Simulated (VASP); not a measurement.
# Cu (P6_3/mmc) in VASP: a series of runs, part 2 of 2

VASP 6.6.1.

## Step 3: Single point, PBEsol (11.56 Å³/atom)

This run uses another cell than the first one, of 11.56 Å³/atom.

Input file INCAR:

```
  PREC = Accurate
  ENCUT = 520
  EDIFF = 1E-6
  ISMEAR = -1
  SIGMA = 0.15
  LREAL = F
  LASPH = T
  NELM = 60
  ALGO = Normal
  ISIF = 2
  LWAVE = F
  LCHARG = F
  GGA = PS
  NBANDS = 18
```

Input file KPOINTS:

```
Automatic mesh
0
Gamma
  18 18 10
```

Input file POSCAR:

```
Cu
1.0
    2.5339812759      0.0000000000      0.0000000000
   -1.2669906379      2.1944921576      0.0000000000
    0.0000000000      0.0000000000      4.1566229885
Cu
2
Direct
    0.3333333333      0.6666666667      0.2500000000
    0.6666666667      0.3333333333      0.7500000000
```

Potentials or basis: VASP PAW PBE potentials, release 64 (Cu).

Launch:

```bash
$ cat potpaw_PBE.64/Cu/POTCAR > POTCAR
$ mpirun -np 1 vasp_std > vasp.out
```

OUTCAR:

```text
PREC = Accurate
   ENCUT = 520
   EDIFF = 1E-6
   ISMEAR = -1
   LREAL = F
   LASPH = T
   NELM = 60
   ISIF = 2
   GGA = PS

 ion  position               nearest neighbor table
   1  0.333  0.667  0.250-   2 2.54   2 2.54   2 2.54   2 2.54   2 2.54   2 2.54
   2  0.667  0.333  0.750-   1 2.54   1 2.54   1 2.54   1 2.54   1 2.54   1 2.54

  LATTYP: Found a hexagonal cell.
 ALAT       =     2.5339812759
 C/A-ratio  =     1.6403526845

  Lattice vectors:

 A1 = (   2.5339812759,   0.0000000000,   0.0000000000)
 A2 = (  -1.2669906379,   2.1944921576,   0.0000000000)
 A3 = (   0.0000000000,   0.0000000000,   4.1566229885)

Analysis of symmetry for initial positions (statically):
=====================================================================
 Subroutine PRICEL returns:
 Original cell was already a primitive cell.

 Routine SETGRP: Setting up the symmetry group for a
 hexagonal supercell.

 Subroutine GETGRP returns: Found 24 space group operations
 (whereof 12 operations were pure point group operations)
 out of a pool of 24 trial point group operations.

The static configuration has the point symmetry D_3d.
[... 161 lines left out ...]
  energy without entropy =       -8.57057092  energy(sigma->0) =       -8.59530039

 E-fermi :   7.6436     XC(G=0): -13.0350

 val. band max:        7.6336493828   @ k =   0.0556   0.0556   0.0000
 cond. band min:       7.6448736062   @ k =   0.3333   0.1667   0.3000
 fundamental gap:      0.0112242233
 Fermi energy:         7.6436172570

 k-point     1 :       0.0000    0.0000    0.0000
  band No.  band energies     occupation
      1      -1.8850      2.00000
      2       2.4398      2.00000
      3       4.5523      2.00000
      4       4.6318      2.00000
      5       4.6318      2.00000
      6       4.8437      2.00000
[... 481 lines left out ...]
      5       4.5062      2.00000
      6       4.6586      2.00000
[... 10 lines left out ...]
     17      19.9744      0.00000
     18      26.6222      0.00000

 [... further k-points ...]

------------------------ aborting loop because EDIFF is reached ----------------------------------------

  FORCE on cell =-STRESS in cart. coord.  units (eV):
  Direction    XX          YY          ZZ          XY          YZ          ZX
  --------------------------------------------------------------------------------------
  -------------------------------------------------------------------------------------
  Total       -0.3515320     -0.3515320     -0.3537433     -0.0000000     -0.0000000      0.0000000
  in kB      -24.3667353    -24.3667353    -24.5200161     -0.0000000     -0.0000000      0.0000000
  external PRESSURE =     -24.4178289 kB  Pullay stress =       0.0000000 kB

 VOLUME and BASIS-vectors are now :
 -----------------------------------------------------------------------------
  energy-cutoff  :      520.00
  volume of cell :       23.11
      direct lattice vectors                 reciprocal lattice vectors
     2.533981276  0.000000000  0.000000000     0.394635907  0.227843147  0.000000000
    -1.266990638  2.194492158  0.000000000     0.000000000  0.455686295  0.000000000
     0.000000000  0.000000000  4.156622988     0.000000000  0.000000000  0.240579914

 POSITION                                       TOTAL-FORCE (eV/Angst)
 -----------------------------------------------------------------------------------
     -0.00000      1.46299      1.03916        -0.000000      0.000000      0.000000
      1.26699      0.73150      3.11747         0.000000     -0.000000      0.000000
 -----------------------------------------------------------------------------------
    total drift:                               -0.000000      0.000000     -0.000000

  FREE ENERGIE OF THE ION-ELECTRON SYSTEM (eV)
  ---------------------------------------------------
  free  energy   TOTEN  =        -8.6200298521 eV

  energy  without entropy=       -8.5705709180  energy(sigma->0) =       -8.59530039
```

stdout:

```text
POSCAR found type information on POSCAR Cu
 POSCAR found :  1 types and       2 ions
 scaLAPACK will be used
 -----------------------------------------------------------------------------
|                                                                             |
|                                                                             |
|     You enforced a specific xc type in the INCAR file but a different       |
|     I HOPE YOU KNOW WHAT YOU ARE DOING!                                     |
|                                                                             |
 -----------------------------------------------------------------------------

 LDA part: xc-table for (Slater+PW92), standard interpolation
 POSCAR, INCAR and KPOINTS ok, starting setup
 FFT: planning ... GRIDC
 FFT: planning ... GRID_SOFT
 FFT: planning ... GRID
 WAVECAR not read
 entering main loop
```

Wall time 1.9 min (1 thread of Intel Xeon 8259CL, shared host); peak memory 0.19 GiB.

Results:

```yaml
Free_energy: -8.6200 eV
Pressure: -2.4 GPa
Band_gap_on_the_k_mesh: zero (bands 11 and 12 overlap by 6.07 eV)
```

Caveat: the PAW data sets were made with another functional, which shifts forces and pressure a little.

## Step 4: Relaxation of shape and atoms at fixed volume, PBEsol (11.10 Å³/atom)

This run uses another cell than the first one, of 11.10 Å³/atom.

Input file INCAR:

```
PREC = Accurate ; ENCUT = 600
EDIFF = 1E-7 ; ISMEAR = -1
SIGMA = 0.15 ; LREAL = F
LASPH = T ; NELM = 80
ALGO = Fast ; ISIF = 4
LWAVE = F ; LCHARG = F
GGA = PS ; IBRION = 2
NSW = 80 ; EDIFFG = -0.001
```

KPOINTS is that of step 3.

Input file POSCAR:

```
Cu
1.0
    2.5004487229      0.0000000000      0.0000000000
   -1.2502243615      2.1654521149      0.0000000000
    0.0000000000      0.0000000000      4.1014501406
Cu
2
Direct
    0.3333333333      0.6666666667      0.2500000000
    0.6666666667      0.3333333333      0.7500000000
```

Launch:

```bash
$ cat potpaw_PBE.64/Cu/POTCAR > POTCAR
$ mpirun -np 1 vasp_std > vasp.out
```

Run time: 4.3 min. Hardware: 1 thread of Intel Xeon 8259CL, shared host; peak memory 0.2 GiB.

It converged, with:

```yaml
Free_energy: -8.6152 eV
Energy_gained_by_relaxing: 0.0 meV/atom
Ionic_steps: 3
Pressure_after_relaxing: 4.3 GPa
Band_gap_on_the_k_mesh: zero (bands 11 and 12 overlap by 6.23 eV)
```

Final structure:
```yaml
crystal:
  lattice:
    - [2.50081, 0.00000, 0.00000]
    - [-1.25041, 2.16577, 0.00000]
    - [0.00000, 0.00000, 4.10025]
  atoms:
    - { symbol: Cu, position: [0.33333, 0.66667, 0.25000] }
    - { symbol: Cu, position: [0.66667, 0.33333, 0.75000] }
```

Levels at points of the mesh, in eV from the Fermi level:
```csv
k point,band 8,band 9,band 10,band 11,band 12,band 13,band 14,band 15
"(0.00, 0.00, 0.00)",-2.58,-2.58,-1.77,-1.77,-1.23,4.02,21.92,22.76
"(0.50, 0.00, 0.00)",-1.66,-1.62,-1.56,0.01,1.70,8.02,8.45,11.04
"(0.00, 0.00, 0.50)",-3.18,-2.02,-2.02,-2.02,-2.02,12.86,12.86,22.63
"(0.50, 0.00, 0.50)",-1.98,-1.60,-1.60,0.43,0.43,5.19,5.19,16.77
```

Caveat: the PAW data sets were made with another functional, which shifts forces and pressure a little.

## Step 5: Relaxation of cell and atoms, PBEsol

Input file INCAR:

```
PREC = Accurate
ENCUT = 600
EDIFF = 1E-6
ISMEAR = -1
SIGMA = 0.15
LREAL = F
LASPH = T
NELM = 80
ALGO = Normal
ISIF = 3
LWAVE = F
LCHARG = F
GGA = PS
IBRION = 2
NSW = 80
EDIFFG = -0.001
```

Input file KPOINTS:

```
regular mesh
0
Gamma
  18 18 10
```

Input file POSCAR:

```
Cu
1.0
    2.5205910253      0.0000000000      0.0000000000
   -1.2602955127      2.1828958605      0.0000000000
    0.0000000000      0.0000000000      4.1165232668
Cu
2
Direct
    0.3333333333      0.6666666667      0.2500000000
    0.6666666667      0.3333333333      0.7500000000
```

Launch:

```bash
$ cat potpaw_PBE.64/Cu/POTCAR > POTCAR
$ mpirun -np 1 vasp_std > vasp.out
```

It took 16 min on 1 thread of Intel Xeon 8259CL, shared host; peak memory 0.22 GiB.

The run converged. Its results:

```yaml
Free_energy: -8.6227 eV
Relaxed_volume: 11.39 Å³/atom
Relaxed_cell: a = 2.522 Å, b = 2.522 Å, c = 4.135 Å, α = 90.00°, β = 90.00°, γ = 120.00°
Space_group_after_relaxing_to_0.1_Å: P6_3/mmc (No. 194)
Energy_gained_by_relaxing: 0.2 meV/atom
Ionic_steps: 34
Pressure_after_relaxing: 0.0 GPa
Band_gap_on_the_k_mesh: zero (bands 11 and 12 overlap by 6.13 eV)
```

The path:
```tsv
step	energy change (eV)	largest force (eV/Å)	pressure (GPa)	volume (Å³)
1	0.0000	0.0000	0.84	22.65
2	-0.0003	0.0000	-0.51	22.85
3	-0.0004	0.0000	-0.04	22.78
4	-0.0004	0.0000	-0.12	22.79
5	-0.0004	0.0000	-0.15	22.79
6	-0.0005	0.0000	0.08	22.78
7	-0.0005	0.0000	0.03	22.78
8	-0.0005	0.0000	-0.20	22.78
9	-0.0005	0.0000	-0.11	22.78
10	-0.0005	0.0000	0.17	22.78
11	-0.0004	0.0000	-0.35	22.81
12	-0.0005	0.0000	0.05	22.78
13	-0.0005	0.0000	0.15	22.78
14	-0.0005	0.0000	-0.21	22.78
15	-0.0005	0.0000	-0.01	22.78
16	-0.0005	0.0000	-0.10	22.78
17	-0.0005	0.0000	0.02	22.78
18	-0.0005	0.0000	-0.10	22.78
19	-0.0005	0.0000	0.54	22.78
20	-0.0005	0.0000	-0.48	22.78
21	-0.0005	0.0000	0.22	22.78
22	-0.0005	0.0000	-0.12	22.78
23	-0.0005	0.0000	-0.03	22.78
24	-0.0005	0.0000	-0.04	22.78
25	-0.0005	0.0000	-0.02	22.78
26	-0.0005	0.0000	-0.05	22.78
27	-0.0005	0.0000	0.09	22.78
28	-0.0005	0.0000	-0.07	22.78
29	-0.0005	0.0000	-0.02	22.78
30	-0.0005	0.0000	-0.04	22.78
31	-0.0005	0.0000	-0.04	22.78
32	-0.0005	0.0000	0.07	22.78
33	-0.0005	0.0000	-0.11	22.78
34	-0.0005	0.0000	-0.01	22.78
```

Final structure:
```cif
data_structure
_symmetry_space_group_name_H-M 'P 1'
_symmetry_Int_Tables_number 1
_cell_length_a 2.5219
_cell_length_b 2.5219
_cell_length_c 4.1354
_cell_angle_alpha 90.000
_cell_angle_beta 90.000
_cell_angle_gamma 120.000
_cell_volume 22.78
loop_
_atom_site_label
_atom_site_type_symbol
_atom_site_fract_x
_atom_site_fract_y
_atom_site_fract_z
_atom_site_occupancy
Cu1 Cu 0.33333 0.66667 0.25000 1
Cu2 Cu 0.66667 0.33333 0.75000 1
```

Levels at points of the mesh, in eV from the Fermi level:
```
           k point  band 9  band 10  band 11  band 12  band 13  band 14
(0.00, 0.00, 0.00)   -2.52    -1.74    -1.74    -1.16     3.89    21.72
(0.50, 0.00, 0.00)   -1.60    -1.54     0.02     1.65     7.90     8.29
(0.00, 0.00, 0.50)   -1.98    -1.98    -1.98    -1.98    12.64    12.64
(0.50, 0.00, 0.50)   -1.58    -1.58     0.45     0.45     5.05     5.05
```

Caveat: the PAW data sets were made with another functional, which shifts forces and pressure a little.

## Step 6: Overview

```tsv
task	cell	cutoff (eV)	gap on the mesh (eV)	pressure (GPa)
single point	a = 2.517, b = 2.517, c = 4.129 Å, angles 90.0, 90.0, 120.0°, 2 atoms	520	none	0.7
single point	a = 2.534, b = 2.534, c = 4.157 Å, angles 90.0, 90.0, 120.0°, 2 atoms	520	none	-2.4
relaxation of shape and atoms at fixed volume	relaxed from a = 2.500, b = 2.500, c = 4.101 Å, angles 90.0, 90.0, 120.0°, 2 atoms	600	none	4.3
relaxation of cell and atoms	relaxed from a = 2.521, b = 2.521, c = 4.117 Å, angles 90.0, 90.0, 120.0°, 2 atoms	600	none	0.0
```

Alike in all rows: level PBEsol; potentials or basis VASP PAW PBE potentials, release 64 (Cu); no spin polarisation; k mesh 18 × 18 × 10; smearing fermi-dirac 0.15 eV.

Caveats: the PAW data sets were made with another functional, which shifts forces and pressure a little.

Total energies depend on the potentials used, so only differences within one code and one set of settings carry meaning.

The gap in the log of VASP goes by the Fermi energy; the results here count the filled bands.